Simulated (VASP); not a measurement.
# TaN (P1) in VASP: notebook, part 2 of 3

VASP 6.6.1.

## (4) Single point, LDA

This run uses another cell than the first one, of the same volume but with other edges.

The input, INCAR:

```
  PREC = Accurate
  ENCUT = 520
  EDIFF = 1E-6
  ISMEAR = 0
  SIGMA = 0.15
  LREAL = F
  LASPH = T
  NELM = 60
  ALGO = Fast
  ISIF = 2
  LWAVE = F
  LCHARG = F
  GGA = CA
  NBANDS = 42
```

The input, KPOINTS:

```
regular mesh
0
Gamma
  14 14 4
```

The input, POSCAR:

```
TaN
1.0
   -3.1035877079      0.0000000000      0.0000000000
   -1.5517938539     -2.6877857979      0.0000000000
   -1.0345292360     -0.8959285993     12.0200957435
Ta N
4 4
Direct
    0.1802291411      0.0271249488      0.9186251535
    0.2635624744      0.1937916155      0.4186251535
    0.6385624744      0.6104582822      0.1686251535
    0.5552291411      0.4437916155      0.6686251535
    0.3197708589      0.3062083845      0.0813748465
    0.2364375256      0.1395417178      0.5813748465
    0.6114375256      0.5562083845      0.3313748465
    0.5281041923      0.3895417178      0.8313748465
```

Potentials or basis: VASP PAW LDA potentials, release 64 (Ta_pv, N).

Launch:

```
$ cat potpaw_LDA.64/Ta_pv/POTCAR potpaw_LDA.64/N/POTCAR > POTCAR
$ mpirun -np 1 vasp_std > vasp.out
```

OUTCAR:

```text
PREC = Accurate
   ENCUT = 520
   EDIFF = 1E-6
   ISMEAR = 0
   LREAL = F
   LASPH = T
   NELM = 60
   ISIF = 2
   GGA = CA

 ion  position               nearest neighbor table
   1  0.180  0.027  0.919-   8 2.08   8 2.08   8 2.08   5 2.39   3 3.30   4 3.50   4 3.50   4 3.50
                             3 3.54
   2  0.264  0.194  0.419-   6 1.96   7 2.08   7 2.08   7 2.08   3 3.50   4 3.50   4 3.50   3 3.50
                             3 3.50   4 3.50
   3  0.639  0.610  0.169-   7 1.96   5 2.08   5 2.08   5 2.08   1 3.30   2 3.50   2 3.50   2 3.50
                             1 3.54
   4  0.555  0.444  0.669-   8 1.96   6 2.08   6 2.08   6 2.08   1 3.50   2 3.50   2 3.50   1 3.50
                             1 3.50   2 3.50
   5  0.320  0.306  0.081-   3 2.08   3 2.08   3 2.08   1 2.39
   6  0.236  0.140  0.581-   2 1.96   4 2.08   4 2.08   4 2.08
   7  0.611  0.556  0.331-   3 1.96   2 2.08   2 2.08   2 2.08
   8  0.528  0.390  0.831-   4 1.96   1 2.08   1 2.08   1 2.08

  LATTYP: Found a triclinic cell.
 ALAT       =     3.1035877079
 B/A-ratio  =     1.0000000000
 C/A-ratio  =     4.0034558286
 COS(alpha) =     0.0208153498
 COS(beta)  =     0.2289688474
 COS(gamma) =     0.5000000000

  Lattice vectors:

 A1 = (   1.5517938540,  -2.6877857979,   0.0000000000)
 A2 = (  -1.5517938539,  -2.6877857979,   0.0000000000)
 A3 = (   2.5863230900,  -1.7918571986, -12.0200957435)

Analysis of symmetry for initial positions (statically):
=====================================================================
 Subroutine PRICEL returns:
 Original cell was already a primitive cell.

 Routine SETGRP: Setting up the symmetry group for a
 triclinic supercell.

 Subroutine GETGRP returns: Found  1 space group operations
 (whereof  1 operations were pure point group operations)
 out of a pool of  2 trial point group operations.

The static configuration has the point symmetry C_1 .

Analysis of symmetry for dynamics (positions and initial velocities):
=====================================================================
[... 149 lines left out ...]
   AEXX    =    0.0000 exact exchange contribution
   IVDW    =     0    specifies the selected vdW correction
   LEPSILON=     F    determine dielectric tensor
   LRPA    =     F    only Hartree local field effects (RPA)
 non-spin polarized calculation
 RMM-DIIS sequential band-by-band and
 Gauss-broadening in eV      SIGMA  =   0.15
  energy-cutoff  :      520.00
  volume of cell :      100.27
 maximum number of plane-waves:      2724
   NGX = 11   NGY = 11   NGZ = 45

 number of electron      64.0000003 magnetization

 Free energy of the ion-electron system (eV)
  ---------------------------------------------------
  ext. energy  EPLUGINS =         0.00000000
  ---------------------------------------------------
  free energy    TOTEN  =       -94.31526500 eV

  energy without entropy =      -94.28858004  energy(sigma->0) =      -94.30192252

 E-fermi :   6.7849     XC(G=0): -12.6186

 val. band max:        6.7839258652   @ k =   0.0000   0.0714   0.5000
 cond. band min:       6.7860720951   @ k =  -0.3571   0.3571   0.5000
 fundamental gap:      0.0021462298
 Fermi energy:         6.7849089846

 k-point     1 :       0.0000    0.0000    0.0000
  band No.  band energies     occupation
      1     -28.9108      2.00000
      2     -28.5283      2.00000
      3     -28.4066      2.00000
      4     -28.3979      2.00000
      5     -28.3767      2.00000
      6     -28.1898      2.00000
[... 1069 lines left out ...]
     41       9.7951      0.00000
     42      10.1684      0.00000

 [... further k-points ...]

------------------------ aborting loop because EDIFF is reached ----------------------------------------

  FORCE on cell =-STRESS in cart. coord.  units (eV):
  Direction    XX          YY          ZZ          XY          YZ          ZX
  --------------------------------------------------------------------------------------
  -------------------------------------------------------------------------------------
  Total       -0.9812261     -2.0348384     -3.8539774     -1.1200958      0.4535875      1.1984734
  in kB      -15.6788089    -32.5142625    -61.5819076    -17.8977798      7.2477808     19.1501589
  external PRESSURE =     -36.5916597 kB  Pullay stress =       0.0000000 kB

 VOLUME and BASIS-vectors are now :
 -----------------------------------------------------------------------------
  energy-cutoff  :      520.00
  volume of cell :      100.27
      direct lattice vectors                 reciprocal lattice vectors
    -3.103587708  0.000000000  0.000000000    -0.322207746  0.186026729 -0.013865669
    -1.551793854 -2.687785798  0.000000000     0.000000000 -0.372053458 -0.027731338
    -1.034529236 -0.895928599 12.020095744     0.000000000  0.000000000  0.083194013

 POSITION                                       TOTAL-FORCE (eV/Angst)
 -----------------------------------------------------------------------------------
     -1.55179     -0.89593     11.04196        -0.644915     -0.522067      1.818792
     -1.55179     -0.89593      5.03191         0.025305     -0.034897     -0.122206
     -3.10359     -1.79186      2.02689         0.174179     -0.005598      0.138793
     -3.10359     -1.79186      8.03694         0.038430     -0.003897      0.160355
     -1.55179     -0.89593      0.97813         0.272709      0.331466     -2.987604
     -1.55179     -0.89593      6.98818        -0.016347     -0.000038     -0.116201
     -3.10359     -1.79186      3.98316         0.029553      0.038070      0.322802
     -3.10359     -1.79186      9.99321         0.121086      0.196960      0.785269
 -----------------------------------------------------------------------------------
    total drift:                                0.000015      0.000217      0.000366

  FREE ENERGIE OF THE ION-ELECTRON SYSTEM (eV)
  ---------------------------------------------------
  free  energy   TOTEN  =       -94.3152650045 eV

  energy  without entropy=      -94.2885800378  energy(sigma->0) =      -94.30192252
```

OSZICAR:

```text
N       E                     dE             d eps       ncg     rms          rms(c)
DAV:   1     0.609549882317E+03    0.60955E+03   -0.34918E+04 33264   0.158E+03
DAV:   2    -0.649742250933E+02   -0.67452E+03   -0.64763E+03 38186   0.460E+02
DAV:   3    -0.106901951223E+03   -0.41928E+02   -0.40710E+02 40516   0.109E+02
DAV:   4    -0.107908144801E+03   -0.10062E+01   -0.99391E+00 40832   0.161E+01
DAV:   5    -0.107935768397E+03   -0.27624E-01   -0.27571E-01 42426   0.207E+00    0.491E+01
RMM:   6    -0.944264995378E+02    0.13509E+02   -0.63708E+01 42008   0.286E+01    0.219E+01
RMM:   7    -0.952129591301E+02   -0.78646E+00   -0.10486E+01 45887   0.113E+01    0.101E+01
RMM:   8    -0.947821562766E+02    0.43080E+00   -0.28185E+00 43216   0.559E+00    0.497E+00
RMM:   9    -0.943499854712E+02    0.43217E+00   -0.57157E-01 39814   0.296E+00    0.117E+00
RMM:  10    -0.943206188221E+02    0.29367E-01   -0.12732E-01 47794   0.122E+00    0.576E-01
RMM:  11    -0.943160444078E+02    0.45744E-02   -0.31932E-02 46303   0.584E-01    0.331E-01
RMM:  12    -0.943161902671E+02   -0.14586E-03   -0.88034E-03 45967   0.337E-01    0.192E-01
RMM:  13    -0.943153195822E+02    0.87068E-03   -0.15487E-03 42491   0.167E-01    0.873E-02
RMM:  14    -0.943152827212E+02    0.36861E-04   -0.92994E-04 43368   0.109E-01    0.365E-02
RMM:  15    -0.943152770456E+02    0.56756E-05   -0.12058E-04 45425   0.459E-02    0.244E-02
RMM:  16    -0.943152649376E+02    0.12108E-04   -0.66266E-05 42574   0.306E-02    0.534E-03
RMM:  17    -0.943152650045E+02   -0.66930E-07   -0.94743E-06 38643   0.120E-02
   1 F= -.94315265E+02 E0= -.94301923E+02  d E =-.266850E-01
```

stdout:

```text
POSCAR found type information on POSCAR TaN
 POSCAR found :  2 types and       8 ions
 scaLAPACK will be used
 LDA part: xc-table for (Slater(with rela. corr.)+CA(PZ))
 , standard interpolation
 POSCAR, INCAR and KPOINTS ok, starting setup
 FFT: planning ... GRIDC
 FFT: planning ... GRID_SOFT
 FFT: planning ... GRID
 WAVECAR not read
 entering main loop
WARNING in EDDRMM: call to ZHEGV failed, returncode =   6  3     41
```

Run time: 52 min. Hardware: 1 thread of Oxide Virtual Turin-like, shared host; peak memory 1.1 GiB.

What came out:

| Item | Value |
| --- | --- |
| Free energy | -94.3153 eV |
| Pressure | -3.7 GPa |
| Largest force | 3.018 eV/Å |
| Band gap on the k mesh | zero (bands 32 and 33 overlap by 0.30 eV) |

Forces on the atoms (eV/Å):
```
Ta  -0.645 -0.522  1.819
Ta   0.025 -0.035 -0.122
Ta   0.174 -0.006  0.139
Ta   0.038 -0.004  0.160
N    0.273  0.331 -2.988
N   -0.016  0.000 -0.116
N    0.030  0.038  0.323
N    0.121  0.197  0.785
```

Caveat: the cell stands under tension; spin-orbit coupling is left out, which moves the levels of the heavy elements; forces of over 1 eV/Å act on the atoms, so gaps and moduli don't describe the material at rest.

## (5) Single point, LDA

This run uses another cell than the first one, of the same volume but with other edges.

The input, INCAR:

```
SYSTEM = TaN
ALGO = Fast
EDIFF = 1E-6
ENCUT = 520
GGA = CA
ISIF = 2
ISMEAR = 0
LASPH = .TRUE.
LCHARG = .FALSE.
LREAL = .FALSE.
LWAVE = .FALSE.
NBANDS = 42
NELM = 100
PREC = Accurate
SIGMA = 0.15
```

The input, KPOINTS:

```
k-points
0
G
  14 14 4
  0 0 0
```

The input, POSCAR:

```
TaN
1.0
   -3.1035877079      0.0000000000      0.0000000000
   -1.5517938539     -2.6877857979      0.0000000000
   -0.6465807725     -1.1199107491     12.0200957435
Ta N
4 4
Direct
    0.3333333333     -0.0494271473      0.9186251535
    0.3333333333      0.1589061860      0.4186251535
    0.6666666667      0.5964061860      0.1686251535
    0.6666666667      0.3880728527      0.6686251535
    0.3333333333      0.2994271473      0.0813748465
    0.3333333333      0.0910938140      0.5813748465
    0.6666666667      0.5285938140      0.3313748465
    0.6666666667      0.3202604806      0.8313748465
```

Potentials or basis: VASP PAW LDA potentials, release 64 (Ta_pv, N).

Launch:

```
$ cat potpaw_LDA.64/Ta_pv/POTCAR potpaw_LDA.64/N/POTCAR > POTCAR
$ mpirun -np 1 vasp_std > vasp.out
```

OUTCAR:

```text
SYSTEM = TaN
   EDIFF = 1E-6
   ENCUT = 520
   GGA = CA
   ISIF = 2
   ISMEAR = 0
   LASPH = .TRUE.
   LREAL = .FALSE.
   NELM = 100
   PREC = Accurate

 ion  position               nearest neighbor table
   1  0.333  0.951  0.919-   8 2.08   8 2.08   8 2.08   5 2.35   5 2.67   3 3.15   4 3.50   4 3.50
                             4 3.50
   2  0.333  0.159  0.419-   6 1.96   7 2.08   7 2.08   7 2.08   4 3.50   3 3.50   4 3.50   3 3.50
                             3 3.50   4 3.50
   3  0.667  0.596  0.169-   7 1.96   5 2.08   5 2.08   5 2.08   1 3.15   2 3.50   2 3.50   2 3.50

   4  0.667  0.388  0.669-   8 1.96   6 2.08   6 2.08   6 2.08   2 3.50   1 3.50   2 3.50   1 3.50
                             1 3.50   2 3.50
   5  0.333  0.299  0.081-   3 2.08   3 2.08   3 2.08   1 2.35   1 2.67
   6  0.333  0.091  0.581-   2 1.96   4 2.08   4 2.08   4 2.08
   7  0.667  0.529  0.331-   3 1.96   2 2.08   2 2.08   2 2.08
   8  0.667  0.320  0.831-   4 1.96   1 2.08   1 2.08   1 2.08

  LATTYP: Found a base centered monoclinic cell.
 ALAT       =     3.1035877079
 B/A-ratio  =     1.7320508076
 C/A-ratio  =     3.8953166630
 COS(beta)  =    -0.1069660576

  Lattice vectors:

 A1 = (   3.1035877079,   0.0000000000,   0.0000000000)
 A2 = (  -1.5517938540,   2.6877857979,   0.0000000000)
 A3 = (  -0.6465807725,  -1.1199107491,  12.0200957435)

Analysis of symmetry for initial positions (statically):
=====================================================================
 Subroutine PRICEL returns:
 Original cell was already a primitive cell.

 Routine SETGRP: Setting up the symmetry group for a
 base centered monoclinic supercell.

 Subroutine GETGRP returns: Found  1 space group operations
 (whereof  1 operations were pure point group operations)
 out of a pool of  4 trial point group operations.

The static configuration has the point symmetry C_1 .

Analysis of symmetry for dynamics (positions and initial velocities):
=====================================================================
 Subroutine PRICEL returns:
 Original cell was already a primitive cell.

 Routine SETGRP: Setting up the symmetry group for a
 base centered monoclinic supercell.

 Subroutine GETGRP returns: Found  1 space group operations
 (whereof  1 operations were pure point group operations)
 out of a pool of  4 trial point group operations.

The dynamic configuration has the point symmetry C_1 .

 Subroutine INISYM returns: Found  1 space group operations
 (whereof  1 operations are pure point group operations),
 and found     1 'primitive' translations

----------------------------------------------------------------------------------------

                                     Primitive cell

  volume of cell :     100.2690

  direct lattice vectors                    reciprocal lattice vectors
    -3.103587708  0.000000000  0.000000000    -0.322207746  0.186026729 -0.000000000
    -1.551793854 -2.687785798  0.000000000     0.000000000 -0.372053458 -0.034664172
    -0.646580773 -1.119910749 12.020095744     0.000000000  0.000000000  0.083194013

  length of vectors
     3.103587708  3.103587708 12.089456914     0.372053458  0.373664797  0.083194013

  position of ions in fractional coordinates (direct lattice)
     0.333333333  0.950572853  0.918625154
[... 44 lines left out ...]

 Following reciprocal coordinates:
            Coordinates               Weight
  0.000000  0.000000  0.000000      1.000000
  0.071429  0.000000 -0.000000      2.000000
  0.142857 -0.000000 -0.000000      2.000000
  0.214286  0.000000 -0.000000      2.000000
  0.285714  0.000000 -0.000000      2.000000
  0.357143  0.000000 -0.000000      2.000000
[... 16 lines left out ...]
  0.000000  0.142857  0.000000      2.000000
 -0.142857 -0.142857  0.000000      2.000000
 [... further k-points ...]
   k-points           NKPTS =    396   k-points in BZ     NKDIM =    396   number of bands    NBANDS=     42
   number of dos      NEDOS =    301   number of ions     NIONS =      8
   total plane-waves  NPLWV =  51840
   dimension x,y,z NGX =    24 NGY =   24 NGZ =   90
   dimension x,y,z NGXF=    48 NGYF=   48 NGZF=  180
   ions per type =               4   4
   NGX,Y,Z   is equivalent  to a cutoff of  12.86, 12.86, 12.38 a.u.
   NGXF,Y,Z  is equivalent  to a cutoff of  25.71, 25.71, 24.75 a.u.
 SYSTEM =  TaN
   PREC   = accura    normal or accurate (medium, high low for compatibility)
   ISTART =      0    job   : 0-new  1-cont  2-samecut
   ICHARG =      2    charge: 1-file 2-atom 10-const
   ISPIN  =      1    spin polarized calculation?
   LNONCOLLINEAR =      F non collinear calculations
   LSORBIT =      F    spin-orbit coupling
   LASPH  =      T    aspherical Exc in radial PAW
   ENCUT  =  520.0 eV  38.22 Ry    6.18 a.u.   5.77  5.77 22.48*2*pi/ulx,y,z
   NELM   =    100;   NELMIN=  2; NELMDL= -5     # of ELM steps
   EDIFF  = 0.1E-05   stopping-criterion for ELM
   LREAL  =      F    real-space projection
[... 7 lines left out ...]
   TEBEG  =    0.0;   TEEND  =   0.0 temperature during run
   PSTRESS=    0.0 pullay stress
   NELECT =      64.0000    total number of electrons
   NUPDOWN=      -1.0000    fix difference up-down
   EMIN   =  10.00;   EMAX   =-10.00  energy-range for DOS
   EFERMI =   0.00;   METHOD = LEGACY
   ISMEAR =     0;   SIGMA  =   0.15  broadening in eV -4-tet -1-fermi 0-gaus
   EFERMI_NEDOS =   21; number of points for ismear=-14 and -15
   IALGO  =     68    algorithm
   IMIX   =      4    mixing-type and parameters
     AMIX     =   0.40;   BMIX     =  1.00
     AMIX_MAG =   1.60;   BMIX_MAG =  1.00
  volume/ion in A,a.u.               =      12.53        84.58
  Fermi-wavevector in a.u.,A,eV,Ry     =   1.409546  2.663656 27.032330  1.986820
  Thomas-Fermi vector in A             =   2.531591
   LORBIT       =      0    0 simple, 1 ext, 2 COOP (PROOUT), +10 PAW based schemes
   GGA     = CA    functional components
   LHFCALC =     F    Hartree Fock is set to
   AEXX    =    0.0000 exact exchange contribution
   IVDW    =     0    specifies the selected vdW correction
   LEPSILON=     F    determine dielectric tensor
   LRPA    =     F    only Hartree local field effects (RPA)
 non-spin polarized calculation
 RMM-DIIS sequential band-by-band and
 Gauss-broadening in eV      SIGMA  =   0.15
  energy-cutoff  :      520.00
  volume of cell :      100.27
 maximum number of plane-waves:      2718
   NGX = 11   NGY = 11   NGZ = 45

 number of electron      64.0000000 magnetization

 Free energy of the ion-electron system (eV)
  ---------------------------------------------------
  ext. energy  EPLUGINS =         0.00000000
  ---------------------------------------------------
  free energy    TOTEN  =       -94.35512154 eV

  energy without entropy =      -94.32858798  energy(sigma->0) =      -94.34185476

 E-fermi :   6.7250     XC(G=0): -12.6138

 val. band max:        6.7246225669   @ k =   0.2143   0.1429  -0.0000
 cond. band min:       6.7253184594   @ k =  -0.3571   0.3571   0.5000
 fundamental gap:      0.0006958925
 Fermi energy:         6.7249967872

 k-point     1 :       0.0000    0.0000    0.0000
  band No.  band energies     occupation
      1     -28.8034      2.00000
      2     -28.5322      2.00000
      3     -28.3930      2.00000
      4     -28.3207      2.00000
      5     -28.2966      2.00000
      6     -28.1902      2.00000
[... 1069 lines left out ...]
     41       9.7381      0.00000
     42      10.3248      0.00000

 [... further k-points ...]

------------------------ aborting loop because EDIFF is reached ----------------------------------------

  FORCE on cell =-STRESS in cart. coord.  units (eV):
  Direction    XX          YY          ZZ          XY          YZ          ZX
  --------------------------------------------------------------------------------------
  -------------------------------------------------------------------------------------
  Total       -0.6428735     -2.7013800     -2.2326935     -1.3061910      0.5114396      0.6530174
  in kB      -10.2723431    -43.1647930    -35.6757474    -20.8713561      8.1721875     10.4344295
  external PRESSURE =     -29.7042945 kB  Pullay stress =       0.0000000 kB

 VOLUME and BASIS-vectors are now :
 -----------------------------------------------------------------------------
  energy-cutoff  :      520.00
  volume of cell :      100.27
      direct lattice vectors                 reciprocal lattice vectors
    -3.103587708  0.000000000  0.000000000    -0.322207746  0.186026729 -0.000000000
    -1.551793854 -2.687785798  0.000000000     0.000000000 -0.372053458 -0.034664172
    -0.646580773 -1.119910749 12.020095744     0.000000000  0.000000000  0.083194013

 POSITION                                       TOTAL-FORCE (eV/Angst)
 -----------------------------------------------------------------------------------
     -3.10359     -3.58371     11.04196        -0.160839     -0.760792      1.257767
     -1.55179     -0.89593      5.03191         0.055630     -0.063123     -0.062487
     -3.10359     -1.79186      2.02689         0.200955     -0.066462      0.297591
     -3.10359     -1.79186      8.03694         0.039530     -0.018454      0.048115
     -1.55179     -0.89593      0.97813        -0.100284      0.550686     -2.621775
     -1.55179     -0.89593      6.98818        -0.004608      0.004248     -0.087288
     -3.10359     -1.79186      3.98316        -0.010002      0.052962      0.344930
     -3.10359     -1.79186      9.99321        -0.020381      0.300935      0.823146
 -----------------------------------------------------------------------------------
    total drift:                               -0.000412     -0.000711      0.000828

  FREE ENERGIE OF THE ION-ELECTRON SYSTEM (eV)
  ---------------------------------------------------
  free  energy   TOTEN  =       -94.3551215378 eV

  energy  without entropy=      -94.3285879776  energy(sigma->0) =      -94.34185476
```

Run time: 58 min. Hardware: 1 thread of Oxide Virtual Turin-like, shared host; peak memory 1.1 GiB.

What came out:

| Item | Value |
| --- | --- |
| Free energy | -94.3551 eV |
| Pressure | -3.0 GPa |
| Largest force | 2.681 eV/Å |
| Band gap on the k mesh | zero (bands 32 and 33 overlap by 0.33 eV) |

Forces in eV/Å, atoms in the order of the input:
```
Ta  -0.161 -0.761  1.258
Ta   0.056 -0.063 -0.062
Ta   0.201 -0.066  0.298
Ta   0.040 -0.018  0.048
N   -0.100  0.551 -2.622
N   -0.005  0.004 -0.087
N   -0.010  0.053  0.345
N   -0.020  0.301  0.823
```

Caveat: spin-orbit coupling is left out, which moves the levels of the heavy elements; forces of over 1 eV/Å act on the atoms, so gaps and moduli don't describe the material at rest.

[end of part 2 of 3]
